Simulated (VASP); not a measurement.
Write the native input for VASP 6.6.1 that does the following.

```
Task                   : single point
Functional             : LDA
Potentials or basis    : VASP PAW LDA potentials, release 64 (Hg)
Cutoff                 : 520 eV
k mesh                 : 6 × 6 × 6
Occupations            : fermi-dirac, width 0.1 eV
Spin                   : no spin polarisation
Dipole correction      : no
Further INCAR settings : ALGO = Normal; EDIFF = 1e-06; NBANDS = 19
```

The structure of Hg lies in POSCAR:

```
Hg
1.0
    0.0000000000      2.7431131918      2.7431131918
    2.7431131918      0.0000000000      2.7431131918
    2.7431131918      2.7431131918      0.0000000000
Hg
2
Direct
    0.0000000000      0.0000000000      0.0000000000
    0.2500000000      0.2500000000      0.2500000000
```

One way to write it, as run:

INCAR

```
SYSTEM = Hg
PREC     = Accurate       ! precision mode
ENCUT    = 520            ! plane-wave cutoff, eV
EDIFF    = 1E-6           ! SCF threshold, eV
ISMEAR   = -1             ! smearing method
SIGMA    = 0.1            ! smearing width, eV
LREAL    = .FALSE.        ! projectors in reciprocal space
LASPH    = .TRUE.         ! aspherical terms in the spheres
NELM     = 100            ! most SCF steps
ALGO     = Normal         ! electronic algorithm
ISIF     = 2              ! what is computed and relaxed
LWAVE    = .FALSE.        ! write WAVECAR
LCHARG   = .FALSE.        ! write CHGCAR
NBANDS   = 19             ! bands
```

KPOINTS

```
regular mesh
0
G
  6 6 6
  0 0 0
```

Potentials or basis: VASP PAW LDA potentials, release 64 (Hg).

The run is started by

```console
$ cat potpaw_LDA.64/Hg/POTCAR > POTCAR
$ mpirun -np 1 vasp_std > vasp.out
```

Results of the run:

| Property | Result |
| --- | --- |
| Pressure | 64.9 GPa |
| Band gap on the k mesh | zero (band 12 reaches 12.41 eV, above the bottom of band 13 at 3.22 eV) |

Caveat: spin-orbit coupling is left out, which moves the levels of the heavy elements.

Run time: 6.2 s on 1 thread of Intel(R) Xeon(R) 6975P-C (Granite Rapids), with other jobs on the host, peak memory 0.15 GiB.
